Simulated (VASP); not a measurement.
The system is KI.

```
CELL_PARAMETERS angstrom
0.00000 3.54457 3.54457
3.54457 0.00000 3.54457
3.54457 3.54457 0.00000
ATOMIC_POSITIONS crystal
K 0.00000 0.00000 0.00000
I 0.50000 0.50000 0.50000
```

Base run:

* Program: VASP 6.6.1
* Functional: HSE06
* Potentials or basis: VASP PAW PBE potentials, release 64 (K_sv, I)
* Cutoff: 520 eV
* k mesh: 4 × 4 × 4
* Occupations: gaussian, width 0.01 eV
* Spin: no spin polarisation

Its results: band gap on the k mesh 4.93 eV; pressure 0.3 GPa.

The run is repeated on the same cell with these changes: functional from HSE06 to LDA; potentials or basis from VASP PAW PBE potentials, release 64 (K_sv, I) to VASP PAW LDA potentials, release 64 (K_sv, I). What comes out?

Band gap on the k mesh 3.59 eV; pressure -1.4 GPa.

Caveats: spin-orbit coupling is left out, which moves the levels of the heavy elements; the PAW data sets were made with another functional, which shifts forces and pressure a little (at least some runs).

